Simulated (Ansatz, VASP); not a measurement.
**Sr2V3O8: VASP beside Ansatz**

```xyz
13
Lattice="3.8103 0.0000 0.0000 0.0000 3.8103 0.0000 0.0000 0.0000 22.6206" Properties=species:S:1:pos:R:3 pbc="T T T"
V     0.0000    0.0000    7.5000
V     0.0000    0.0000   11.3103
V     0.0000    0.0000   15.1206
O     1.9052    0.0000    7.5000
O     0.0000    1.9052    7.5000
O     0.0000    0.0000    9.4052
O     1.9052    0.0000   11.3103
O     0.0000    1.9052   11.3103
O     0.0000    0.0000   13.2155
O     1.9052    0.0000   15.1206
O     0.0000    1.9052   15.1206
Sr    1.9052    1.9052    9.4052
Sr    1.9052    1.9052   13.2155
```

Alike in both runs: task single point; functional PBEsol; k mesh 1 × 1 × 1; occupations gaussian, width 0.1 eV; collinear spin.

```csv
,VASP,Ansatz
version,VASP 6.6.1,Ansatz 0.2.0
potentials or method,"VASP PAW PBE potentials, release 64 (V_sv, O, Sr_sv), cutoff 520 eV","scalar-relativistic, plane waves, PAW"
valence electrons in the cell,107,107
```

Ansatz gave:

| Item | Value |
| --- | --- |
| gap on the k mesh at the Fermi level (eV) | 0.03 |
| least direct gap on the mesh (eV) | 0.03 |
| rms of the force components (eV/Å) | 1.284 |
| net moment per atom (μB) | 0.55 |
| size of the moment on the site where the two differ most (μB) | 1.50 |

**Question.** What did VASP give for the same quantities?

**Answer.** gap on the k mesh at the Fermi level (eV): 0.03; least direct gap on the mesh (eV): 0.03; rms of the force components (eV/Å): 1.367; net moment per atom (μB): 0.23; size of the moment on the site where the two differ most (μB): 1.98.

The net moments are unlike, so the other rows may belong to different states. VASP's potentials were made for PBE, not for PBEsol. Site moments also hang on the region over which each program counts them. Ansatz's warnings: stability check not made.
